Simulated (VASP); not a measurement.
Here is a VASP 6.6.1 calculation.

INCAR

```
SYSTEM = SiC
PREC = Accurate
ENCUT = 520
EDIFF = 1E-7
ISMEAR = 0
SIGMA = 0.02
LREAL = .FALSE.
LASPH = .TRUE.
NELM = 60
ALGO = Normal
ISIF = 2
LWAVE = .FALSE.
LCHARG = .FALSE.
GGA = PE
NBANDS = 11
```

The input KPOINTS:

```
regular mesh
0
G
  10 10 10
  0 0 0
```

File POSCAR:

```
SiC
1.0
    0.0000000000      2.1676392630      2.1676392630
    2.1676392630      0.0000000000      2.1676392630
    2.1676392630      2.1676392630      0.0000000000
Si C
1 1
Direct
    0.7500000000      0.7500000000      0.7500000000
    0.0000000000      0.0000000000      0.0000000000
```

Potentials or basis: VASP PAW PBE potentials, release 64 (Si, C).

Command:

```sh
$ cat potpaw_PBE.64/Si/POTCAR potpaw_PBE.64/C/POTCAR > POTCAR
$ mpirun -np 1 vasp_std > vasp.out
```

**Question.** Estimate the band gap on the k mesh.

**Answer.** 1.34 eV, indirect (least direct gap 4.56 eV).

**Question.** What does it give for the pressure?

**Answer.** 6.8 GPa.

 A k mesh can miss the band edges.
